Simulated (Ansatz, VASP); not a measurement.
# One calculation of HfSi3W, two programs

The input INCAR:

```
PREC = Accurate ; ENCUT = 500
EDIFF = 1E-6 ; ISMEAR = 0
SIGMA = 0.1 ; LREAL = F
LASPH = T ; NELM = 120
ALGO = Normal ; ISIF = 2
LWAVE = F ; LCHARG = F
GGA = PE ; NBANDS = 26
GGA_COMPAT = F
```

File KPOINTS:

```
regular mesh
0
Gamma
  8 8 8
```

Contents of POSCAR:

```
HfSi3W
1.0
   -1.6027997213      1.6027997213      7.4415450103
    1.6027997213     -1.6027997213      7.4415450103
    1.6027997213      1.6027997213     -7.4415450103
Hf Si W
1 3 1
Direct
    0.0054967170      0.0054967170      0.0000000000
    0.3813324931      0.3813324931      0.0000000000
    0.6190163614      0.6190163614      0.0000000000
    0.2031785088      0.2031785088      0.0000000000
    0.7909759196      0.7909759196      0.0000000000
```

Input for Ansatz:

```yaml
crystal:
  lattice:
    - [-1.6027997213, 1.6027997213, 7.4415450103]
    - [1.6027997213, -1.6027997213, 7.4415450103]
    - [1.6027997213, 1.6027997213, -7.4415450103]
  atoms:
    - { symbol: Hf, position: [0.005496717, 0.005496717, 0.0] }
    - { symbol: Si, position: [0.3813324931, 0.3813324931, 0.0] }
    - { symbol: Si, position: [0.6190163614, 0.6190163614, 0.0] }
    - { symbol: Si, position: [0.2031785088, 0.2031785088, 0.0] }
    - { symbol: W, position: [0.7909759196, 0.7909759196, 0.0] }
basis:
  ecutwfc: 420
kpoints:
  mp_grid: { grid: [8, 8, 8] }
hamiltonian:
  xc: pbe
scf:
  occupations: { method: gaussian, width: 0.1 }
  lower_state_search: "off"
output:
  forces: true
  stress: true
  eigenvalues: true
```

Alike in both runs: task single point; functional PBE; k mesh 8 × 8 × 8; occupations gaussian, width 0.1 eV; no spin polarisation.

```csv
,VASP,Ansatz
version,VASP 6.6.1,Ansatz 0.2.0
potentials or method,"VASP PAW PBE potentials, release 64 (Hf_pv, Si, W_sv), cutoff 500 eV","scalar-relativistic, plane waves, PAW"
valence electrons in the cell,36,52
```

VASP gave:

```
gap on the k mesh at the Fermi level (eV)                     : none
pressure (GPa)                                                : 0.2
traceless stress, the component that is largest in VASP (GPa) : 0.10
rms of the force components (eV/Å)                            : 0.025
```

Task: Estimate Ansatz's values.

Result: gap on the k mesh at the Fermi level (eV): none; pressure (GPa): 0.3; traceless stress, the component that is largest in VASP (GPa): 0.12; rms of the force components (eV/Å): 0.024.

Atom by atom the forces differ by 0.006 eV/Å (rms over components). A gap of «none» marks a metal or a gap that the smearing closes. VASP's potentials hold 36 valence electrons a cell and Ansatz's 52, so a difference there can come from the potentials and not from the codes.

Neither program's run includes spin-orbit coupling.
